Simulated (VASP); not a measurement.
# LuRh3Pb (Pm-3m) in VASP: single point with r2SCAN+U

Aim: the single point of LuRh3Pb with r2SCAN+U.

All numbers are computed with VASP 6.6.1; they aren't measurements. Logs are shortened: lines on timing, memory, paths and dates and some standing lists are left out, and cuts for length are marked.

## Step 1: The cell of the first run

Symmetry: Pm-3m, No. 221, cubic system. The conventional cell has a = 4.520 Å, b = 4.520 Å, c = 4.520 Å, α = 90.00°, β = 90.00°, γ = 90.00°. Within 3.0 Å of Rh (site symmetry 4/mmm) lie 2 Pb at 2.26 Å. Lu (site symmetry m-3m) has 12 Rh at 3.20 Å and 8 Pb at 3.91 Å within 4.2 Å. Pb (site symmetry m-3m) has 6 Rh at 2.26 Å within 3.0 Å.

## Step 2: Single point, r2SCAN+U

The input, POSCAR:

```
LuRh3Pb
1.0
    4.5203352100      0.0000000000      0.0000000000
    0.0000000000      4.5203352100      0.0000000000
    0.0000000000      0.0000000000      4.5203352100
Rh Lu Pb
3 1 1
Direct
    0.0000000000      0.5000000000      0.5000000000
    0.5000000000      0.0000000000      0.5000000000
    0.5000000000      0.5000000000      0.0000000000
    0.0000000000      0.0000000000      0.0000000000
    0.5000000000      0.5000000000      0.5000000000
```

The input, INCAR.step1:

```
SYSTEM = LuRh3Pb
PREC     = Accurate       ! precision mode
ENCUT    = 520            ! plane-wave cutoff, eV
ISMEAR   = -1             ! smearing method
SIGMA    = 0.0703         ! smearing width, eV
LREAL    = .FALSE.        ! projectors in reciprocal space
LASPH    = .TRUE.         ! aspherical terms in the spheres
NELM     = 150            ! most SCF steps
LMAXMIX  = 4              ! l up to which the mixer works
LDAU     = .TRUE.         ! DFT+U
LDAUTYPE = 1            
LDAUL    = 2 -1 -1        ! shell
LDAUU    = 3.15 0 0       ! U, eV
LDAUJ    = 0.71 0 0     
NBANDS   = 50             ! bands
GGA      = PE             ! functional
ALGO     = Normal         ! electronic algorithm
EDIFF    = 1E-4           ! SCF threshold, eV
LWAVE    = .TRUE.         ! write WAVECAR
LCHARG   = .FALSE.        ! write CHGCAR
```

The input, INCAR.step2:

```
SYSTEM = LuRh3Pb
PREC     = Accurate       ! precision mode
ENCUT    = 520            ! plane-wave cutoff, eV
EDIFF    = 1E-6           ! SCF threshold, eV
ISMEAR   = -1             ! smearing method
SIGMA    = 0.0703         ! smearing width, eV
LREAL    = .FALSE.        ! projectors in reciprocal space
LASPH    = .TRUE.         ! aspherical terms in the spheres
NELM     = 150            ! most SCF steps
ALGO     = Normal         ! electronic algorithm
ISIF     = 2              ! what is computed and relaxed
LWAVE    = .FALSE.        ! write WAVECAR
LCHARG   = .FALSE.        ! write CHGCAR
LMAXMIX  = 4              ! l up to which the mixer works
LDAU     = .TRUE.         ! DFT+U
LDAUTYPE = 1            
LDAUL    = 2 -1 -1        ! shell
LDAUU    = 3.15 0 0       ! U, eV
LDAUJ    = 0.71 0 0     
LDAUPRINT= 1            
METAGGA  = R2SCAN         ! meta-GGA
LMIXTAU  = .TRUE.       
NBANDS   = 50             ! bands
ISTART   = 1
```

The input, KPOINTS:

```
regular mesh
0
G
  6 6 6
  0 0 0
```

Potentials or basis: VASP PAW PBE potentials, release 64 (Rh_pv, Lu, Pb_d).

The run is started by

```bash
$ cat potpaw_PBE.64/Rh_pv/POTCAR potpaw_PBE.64/Lu/POTCAR potpaw_PBE.64/Pb_d/POTCAR > POTCAR
$ cp INCAR.step1 INCAR
$ mpirun -np 1 vasp_std > vasp.out
$ cp INCAR.step2 INCAR
$ mpirun -np 1 vasp_std > vasp.out
```

OUTCAR:

```text
SYSTEM = LuRh3Pb
   PREC = Accurate
   ENCUT = 520
   EDIFF = 1E-6
   ISMEAR = -1
   LREAL = .FALSE.
   LASPH = .TRUE.
   NELM = 150
   ISIF = 2
   METAGGA = R2SCAN
   ISTART = 1

 ion  position               nearest neighbor table
   1  0.000  0.500  0.500-   5 2.26   5 2.26   4 3.20   2 3.20   3 3.20   4 3.20   2 3.20   4 3.20
                             4 3.20   2 3.20   3 3.20   3 3.20   3 3.20   2 3.20
   2  0.500  0.000  0.500-   5 2.26   5 2.26   4 3.20   1 3.20   3 3.20   4 3.20   1 3.20   3 3.20
                             3 3.20   3 3.20   1 3.20   4 3.20   4 3.20   1 3.20
   3  0.500  0.500  0.000-   5 2.26   5 2.26   4 3.20   1 3.20   1 3.20   2 3.20   2 3.20   2 3.20
                             4 3.20   2 3.20   1 3.20   4 3.20   1 3.20   4 3.20
   4  0.000  0.000  0.000-   1 3.20   2 3.20   3 3.20   1 3.20   2 3.20   1 3.20   3 3.20   1 3.20
                             2 3.20   3 3.20   2 3.20   3 3.20   5 3.91   5 3.91   5 3.91   5 3.91
   5  0.500  0.500  0.500-   1 2.26   2 2.26   3 2.26   3 2.26   2 2.26   1 2.26   4 3.91   4 3.91
                             4 3.91   4 3.91   4 3.91   4 3.91   4 3.91   4 3.91

  LATTYP: Found a simple cubic cell.
 ALAT       =     4.5203352100

  Lattice vectors:

 A1 = (   4.5203352100,   0.0000000000,   0.0000000000)
 A2 = (   0.0000000000,   4.5203352100,   0.0000000000)
 A3 = (   0.0000000000,   0.0000000000,   4.5203352100)

Analysis of symmetry for initial positions (statically):
=====================================================================
 Subroutine PRICEL returns:
 Original cell was already a primitive cell.

 Routine SETGRP: Setting up the symmetry group for a
 simple cubic supercell.

 Subroutine GETGRP returns: Found 48 space group operations
 (whereof 48 operations were pure point group operations)
 out of a pool of 48 trial point group operations.

The static configuration has the point symmetry O_h .

Analysis of symmetry for dynamics (positions and initial velocities):
=====================================================================
 Subroutine PRICEL returns:
 Original cell was already a primitive cell.

 Routine SETGRP: Setting up the symmetry group for a
 simple cubic supercell.

 Subroutine GETGRP returns: Found 48 space group operations
 (whereof 48 operations were pure point group operations)
 out of a pool of 48 trial point group operations.

The dynamic configuration has the point symmetry O_h .

 Subroutine INISYM returns: Found 48 space group operations
 (whereof 48 operations are pure point group operations),
 and found     1 'primitive' translations

----------------------------------------------------------------------------------------

                                     Primitive cell

  volume of cell :      92.3660

  direct lattice vectors                    reciprocal lattice vectors
     4.520335210  0.000000000  0.000000000     0.221222532  0.000000000  0.000000000
     0.000000000  4.520335210  0.000000000     0.000000000  0.221222532  0.000000000
     0.000000000  0.000000000  4.520335210     0.000000000  0.000000000  0.221222532

  length of vectors
     4.520335210  4.520335210  4.520335210     0.221222532  0.221222532  0.221222532

  position of ions in fractional coordinates (direct lattice)
     0.000000000  0.500000000  0.500000000
     0.500000000  0.000000000  0.500000000
     0.500000000  0.500000000  0.000000000
     0.000000000  0.000000000  0.000000000
     0.500000000  0.500000000  0.500000000

  ion indices of the primitive-cell ions
   primitive index   ion index
                 1           1
                 2           2
                 3           3
                 4           4
                 5           5

----------------------------------------------------------------------------------------

 KPOINTS: regular mesh

Automatic generation of k-mesh.
 Grid dimensions read from file:
[... 45 lines left out ...]
   dimension x,y,z NGX =    36 NGY =   36 NGZ =   36
   dimension x,y,z NGXF=    72 NGYF=   72 NGZF=   72
   ions per type =               3   1   1
   NGX,Y,Z   is equivalent  to a cutoff of  13.24, 13.24, 13.24 a.u.
   NGXF,Y,Z  is equivalent  to a cutoff of  26.48, 26.48, 26.48 a.u.
 SYSTEM =  LuRh3Pb
   PREC   = accura    normal or accurate (medium, high low for compatibility)
   ISTART =      1    job   : 0-new  1-cont  2-samecut
   ICHARG =      0    charge: 1-file 2-atom 10-const
   ISPIN  =      1    spin polarized calculation?
   LNONCOLLINEAR =      F non collinear calculations
   LSORBIT =      F    spin-orbit coupling
   LASPH  =      T    aspherical Exc in radial PAW
   ENCUT  =  520.0 eV  38.22 Ry    6.18 a.u.   8.40  8.40  8.40*2*pi/ulx,y,z
   NELM   =    150;   NELMIN=  2; NELMDL=  0     # of ELM steps
   EDIFF  = 0.1E-05   stopping-criterion for ELM
   LREAL  =      F    real-space projection
   EDIFFG = 0.1E-04   stopping-criterion for IOM
   NSW    =      0    number of steps for IOM
   IBRION =     -1    ionic relax: 0-MD 1-quasi-New 2-CG
   NFREE  =      0    steps in history (QN), initial steepest desc. (CG)
   ISIF   =      2    stress and relaxation
   ISYM   =      2    0-nonsym 1-usesym 2-fastsym
   POTIM  = 0.5000    time-step for ionic-motion
   TEBEG  =    0.0;   TEEND  =   0.0 temperature during run
   PSTRESS=    0.0 pullay stress
   NELECT =      84.0000    total number of electrons
   NUPDOWN=      -1.0000    fix difference up-down
   EMIN   =  10.00;   EMAX   =-10.00  energy-range for DOS
   EFERMI =   0.00;   METHOD = LEGACY
   ISMEAR =    -1;   SIGMA  =   0.07  broadening in eV -4-tet -1-fermi 0-gaus
   EFERMI_NEDOS =   21; number of points for ismear=-14 and -15
   IALGO  =     38    algorithm
   IMIX   =      4    mixing-type and parameters
     AMIX     =   0.40;   BMIX     =  1.00
     AMIX_MAG =   1.60;   BMIX_MAG =  1.00
  volume/ion in A,a.u.               =      18.47       124.66
  Fermi-wavevector in a.u.,A,eV,Ry     =   1.586100  2.997295 34.228365  2.515714
  Thomas-Fermi vector in A             =   2.685463
   LORBIT       =      0    0 simple, 1 ext, 2 COOP (PROOUT), +10 PAW based schemes
 LDA+U is selected, type is set to LDAUTYPE =  1
   angular momentum for each species LDAUL =     2   -1   -1
   U (eV)           for each species LDAUU =   3.1  0.0  0.0
   J (eV)           for each species LDAUJ =   0.7  0.0  0.0
   METAGGA = R2SCAN    functional components
   LHFCALC =     F    Hartree Fock is set to
   AEXX    =    0.0000 exact exchange contribution
   IVDW    =     0    specifies the selected vdW correction
   LEPSILON=     F    determine dielectric tensor
   LRPA    =     F    only Hartree local field effects (RPA)
 non-spin polarized calculation
  energy-cutoff  :      520.00
  volume of cell :       92.37
 maximum number of plane-waves:      2517
 NGX is ok and might be reduce to    36
   NGX = 17   NGY = 17   NGZ = 17

atom =   1  type =  1  l = 2

 onsite density matrix

spin component  1
[... 83 lines left out ...]
  o =  0.7443  v =  0.0000 -0.9996 -0.0000  0.0278  0.0000  0.0000  0.0000  0.0000  0.0000  0.0000      0.0000  0.0000  0.0000  0.0000  0.0000  0.0000  0.0000  0.0000  0.0000  0.0000
  o =  0.7443  v =  0.0000  0.0000  0.0000  0.0000  0.0000  0.0000 -0.9996 -0.0000  0.0278  0.0000      0.0000  0.0000  0.0000  0.0000  0.0000  0.0000  0.0000  0.0000  0.0000  0.0000
  o =  0.7443  v =  0.0000 -0.0278 -0.0000 -0.9996  0.0000  0.0000  0.0000  0.0000  0.0000  0.0000      0.0000  0.0000  0.0000  0.0000  0.0000  0.0000  0.0000  0.0000  0.0000  0.0000
  o =  0.7443  v =  0.0000  0.0000  0.0000  0.0000  0.0000  0.0000 -0.0278 -0.0000 -0.9996  0.0000      0.0000  0.0000  0.0000  0.0000  0.0000  0.0000  0.0000  0.0000  0.0000  0.0000
  o =  0.7617  v =  0.0000  0.0000  0.0000  0.0000  1.0000  0.0000  0.0000  0.0000  0.0000  0.0000      0.0000  0.0000  0.0000  0.0000  0.0000  0.0000  0.0000  0.0000  0.0000  0.0000
  o =  0.7617  v =  0.0000  0.0000  0.0000  0.0000  0.0000  0.0000  0.0000  0.0000  0.0000  1.0000      0.0000  0.0000  0.0000  0.0000  0.0000  0.0000  0.0000  0.0000  0.0000  0.0000
  o =  0.8143  v =  0.0000  0.0000  0.0000  0.0000  0.0000  1.0000  0.0000  0.0000  0.0000  0.0000      0.0000  0.0000  0.0000  0.0000  0.0000  0.0000  0.0000  0.0000  0.0000  0.0000
  o =  0.8143  v =  1.0000  0.0000  0.0000  0.0000  0.0000  0.0000  0.0000  0.0000  0.0000  0.0000      0.0000  0.0000  0.0000  0.0000  0.0000  0.0000  0.0000  0.0000  0.0000  0.0000
  o =  0.8247  v =  0.0000 -0.0000  1.0000 -0.0000 -0.0000  0.0000  0.0000  0.0000  0.0000  0.0000      0.0000  0.0000  0.0000  0.0000  0.0000  0.0000  0.0000  0.0000  0.0000  0.0000
  o =  0.8247  v =  0.0000  0.0000  0.0000  0.0000  0.0000  0.0000 -0.0000  1.0000 -0.0000 -0.0000      0.0000  0.0000  0.0000  0.0000  0.0000  0.0000  0.0000  0.0000  0.0000  0.0000

 number of electron      83.9999987 magnetization

 Free energy of the ion-electron system (eV)
  ---------------------------------------------------
  ext. energy  EPLUGINS =         0.00000000
  ---------------------------------------------------
  free energy    TOTEN  =      -154.64717231 eV

  energy without entropy =     -154.63713761  energy(sigma->0) =     -154.64215496

 E-fermi :   8.1774     XC(G=0): -13.2301

 val. band max:        7.8168565893   @ k =   0.0000   0.0000   0.0000
 cond. band min:       8.1915585817   @ k =   0.5000   0.5000   0.3333
 fundamental gap:      0.3747019923
 Fermi energy:         8.1774070032

 k-point     1 :       0.0000    0.0000    0.0000
  band No.  band energies     occupation
      1     -50.4723      2.00000
      2     -39.2551      2.00000
      3     -39.2551      2.00000
      4     -39.2551      2.00000
      5     -38.4325      2.00000
      6     -38.4325      2.00000
[... 1049 lines left out ...]
     49      12.7217      0.00000
     50      13.7089      0.00000

------------------------ aborting loop because EDIFF is reached ----------------------------------------

  FORCE on cell =-STRESS in cart. coord.  units (eV):
  Direction    XX          YY          ZZ          XY          YZ          ZX
  --------------------------------------------------------------------------------------
  -------------------------------------------------------------------------------------
  Total       22.0491980     22.0491980     22.0491980     -0.0000000      0.0000000      0.0000000
  in kB      382.4647864    382.4647864    382.4647864     -0.0000000      0.0000000      0.0000000
  external PRESSURE =     382.4647864 kB  Pullay stress =       0.0000000 kB

 VOLUME and BASIS-vectors are now :
 -----------------------------------------------------------------------------
  energy-cutoff  :      520.00
  volume of cell :       92.37
      direct lattice vectors                 reciprocal lattice vectors
     4.520335210  0.000000000  0.000000000     0.221222532  0.000000000  0.000000000
     0.000000000  4.520335210  0.000000000     0.000000000  0.221222532  0.000000000
     0.000000000  0.000000000  4.520335210     0.000000000  0.000000000  0.221222532

 POSITION                                       TOTAL-FORCE (eV/Angst)
 -----------------------------------------------------------------------------------
      0.00000      2.26017      2.26017         0.000000      0.000000      0.000000
      2.26017      0.00000      2.26017         0.000000      0.000000      0.000000
      2.26017      2.26017      0.00000         0.000000      0.000000      0.000000
      0.00000      0.00000      0.00000         0.000000      0.000000      0.000000
      2.26017      2.26017      2.26017         0.000000      0.000000      0.000000
 -----------------------------------------------------------------------------------
    total drift:                                0.000000      0.000000      0.000000

  FREE ENERGIE OF THE ION-ELECTRON SYSTEM (eV)
  ---------------------------------------------------
  free  energy   TOTEN  =      -154.6471723084 eV

  energy  without entropy=     -154.6371376120  energy(sigma->0) =     -154.64215496
```

Run time: 3 min. Hardware: 1 thread of AMD EPYC 9R45 (Zen 5), shared host; peak memory 0.24 GiB.

Results:

- Free energy: -154.6472 eV
- Pressure: 38.2 GPa
- Band gap on the k mesh: zero (band 42 reaches 8.71 eV, above the bottom of band 43 at 7.48 eV)

Eigenvalues of the final occupation matrices:
```tsv
site	spin	trace	eigenvalues
site 1 d	1	3.89	0.74 0.74 0.76 0.81 0.82
site 1 d	2	3.89	0.74 0.74 0.76 0.81 0.82
site 2 d	1	3.89	0.74 0.74 0.76 0.81 0.82
site 2 d	2	3.89	0.74 0.74 0.76 0.81 0.82
site 3 d	1	3.89	0.74 0.74 0.76 0.81 0.82
site 3 d	2	3.89	0.74 0.74 0.76 0.81 0.82
```

Caveat: the PAW data sets were made with another functional, which shifts forces and pressure a little; spin-orbit coupling is left out, which moves the levels of the heavy elements; U without spin polarisation on a metal has little footing; the U is typed as a test and isn't derived for this compound.
